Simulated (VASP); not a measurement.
Input of a VASP 6.6.1 run:

INCAR

```
  PREC = Accurate
  ENCUT = 520
  EDIFF = 1E-6
  ISMEAR = 0
  SIGMA = 0.1
  LREAL = False
  LASPH = True
  NELM = 60
  ALGO = Normal
  ISIF = 2
  LWAVE = False
  LCHARG = False
  GGA = PE
  NBANDS = 28
```

Contents of KPOINTS:

```
regular mesh
0
Gamma
  6 6 6
```

File POSCAR:

```
KAs2
1.0
   -2.5239115017      2.5239115017      6.9689822450
    2.5239115017     -2.5239115017      6.9689822450
    2.5239115017      2.5239115017     -6.9689822450
K As
2 4
Direct
    0.0000000000      0.0000000000      0.0000000000
    0.7500000000      0.2500000000      0.5000000000
    0.4148918986      0.4148918986      0.0000000000
    0.1648918986      0.6648918986      0.5000000000
    0.3351081014      0.8351081014      0.5000000000
    0.5851081014      0.5851081014      0.0000000000
```

Potentials or basis: VASP PAW PBE potentials, release 64 (K_sv, As).

The run is started by

```bash
$ cat potpaw_PBE.64/K_sv/POTCAR potpaw_PBE.64/As/POTCAR > POTCAR
$ mpirun -np 1 vasp_std > vasp.out
```

Question: Predict the pressure.

Answer: 0.2 GPa.

Question: What does it give for the largest force?

Answer: 0.051 eV/Å.

Forces in eV/Å, atoms in the order of the input:
```
K    0.000  0.000  0.000
K    0.000  0.000  0.000
As   0.000  0.000 -0.051
As   0.000  0.000 -0.051
As   0.000  0.000  0.051
As   0.000  0.000  0.051
```
